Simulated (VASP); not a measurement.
Set up this calculation in VASP 6.6.1, as the native input.

```yaml
Task: relaxation of cell and atoms
Functional: PBEsol
Potentials_or_basis: VASP PAW PBE potentials, release 64 (Cd)
Cutoff: 500 eV
k_mesh: 16 × 16 × 16
Occupations: methfessel-paxton, width 0.1 eV
Spin: no spin polarisation
Target_pressure: 10 GPa
Dipole_correction: no
Further_INCAR_settings: ALGO = Normal; EDIFF = 1e-07; IBRION = 2; EDIFFG = -0.02; NSW = 80; ISIF = 3
```

The structure of Cd lies in POSCAR:

```
Cd
1.0
    0.0000000000      2.2100000000      2.2100000000
    2.2100000000      0.0000000000      2.2100000000
    2.2100000000      2.2100000000      0.0000000000
Cd
1
Direct
    0.0000000000      0.0000000000      0.0000000000
```

This isn't the form of Cd at room conditions, which is hcp.

The input as run:

INCAR

```
PREC = Accurate
ENCUT = 500
EDIFF = 1E-7
ISMEAR = 1
SIGMA = 0.1
LREAL = False
LASPH = True
NELM = 120
ALGO = Normal
ISIF = 3
LWAVE = False
LCHARG = False
GGA = PS
IBRION = 2
NSW = 80
EDIFFG = -0.02
PSTRESS = 100.0
GGA_COMPAT = False
NELMIN = 4
```

KPOINTS

```
regular mesh
0
Gamma
  16 16 16
```

Potentials or basis: VASP PAW PBE potentials, release 64 (Cd).

The run is started by

```console
$ cat potpaw_PBE.64/Cd/POTCAR > POTCAR
$ mpirun -np 1 vasp_std > vasp.out
```

Results of the run:

```
Relaxed volume                                             : 18.58 Å³/atom
Relaxed cell                                               : a = 2.973 Å, b = 2.973 Å, c = 2.973 Å, α = 60.00°, β = 60.00°, γ = 60.00°
Space group after relaxing (to 0.1 Å)                      : Fm-3m (No. 225)
Energy change on relaxing (the run minimises the enthalpy) : +67.3 meV/atom
Ionic steps                                                : 4
Pressure after relaxing                                    : 10.1 GPa
Band gap on the k mesh                                     : zero (bands 6 and 7 overlap by 3.21 eV)
```

Caveat: the cell is relaxed towards a set pressure, so the run minimises the enthalpy, not the energy; the PAW data sets were made with another functional, which shifts forces and pressure a little.

Run time: 20 s on 1 thread of Intel(R) Xeon(R) 6975P-C (Granite Rapids) (shared host), peak memory 0.16 GiB.
